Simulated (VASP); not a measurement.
Write the native input for VASP 6.6.1 that does the following.

| Property | Result |
| --- | --- |
| Task | single point |
| Functional | PBE |
| Potentials or basis | VASP PAW PBE potentials, release 64 (Sm_3, Si), 4f in core |
| Cutoff | 500 eV |
| k mesh | 4 × 4 × 4 |
| Occupations | gaussian, width 0.1 eV |
| Spin | no spin polarisation |
| Dipole correction | no |
| Mended | yes |
| Further INCAR settings | ALGO = Normal; EDIFF = 1e-06; NBANDS = 20 |

The structure of Sm2Si lies in POSCAR:

```
Sm2Si
1.0
    4.5693163700      0.0000000000      0.0000000000
    0.0000000000      4.5693163700      0.0000000000
    0.0000000000      0.0000000000      3.9927338800
Sm Si
2 1
Direct
    0.0000000000      0.5000000000      0.0000000000
    0.5000000000      0.0000000000      0.0000000000
    0.0000000000      0.0000000000      0.0000000000
```

The cell was built from a structure type or drawn by symmetry, and may not be a known phase.

One way to write it, as run:

INCAR

```
  PREC = Accurate
  ENCUT = 500
  EDIFF = 1E-6
  ISMEAR = 0
  SIGMA = 0.1
  LREAL = F
  LASPH = T
  NELM = 200
  ALGO = Normal
  ISIF = 2
  LWAVE = F
  LCHARG = F
  GGA = PE
  NBANDS = 20
  GGA_COMPAT = F
  LMAXMIX = 6
```

KPOINTS

```
Automatic mesh
0
Gamma
  4 4 4
```

Potentials or basis: VASP PAW PBE potentials, release 64 (Sm_3, Si), 4f in core.

Command:

```sh
$ cat potpaw_PBE.64/Sm_3/POTCAR potpaw_PBE.64/Si/POTCAR > POTCAR
$ mpirun -np 1 vasp_std > vasp.out
```

It gave:

The pressure is 34.9 GPa and the band gap on the k mesh is zero (bands 13 and 14 overlap by 1.68 eV).

Caveat: the k points lie up to 0.39 Å⁻¹ apart, too coarse for converged energies and pressures of a metal; spin-orbit coupling is left out, which moves the levels of the heavy elements; the 4f electrons are frozen in the core, so they carry no moment and show no levels.

Run time: 12 s on 1 thread of Intel(R) Xeon(R) 6975P-C (Granite Rapids), with other jobs on the host, peak memory 0.19 GiB.
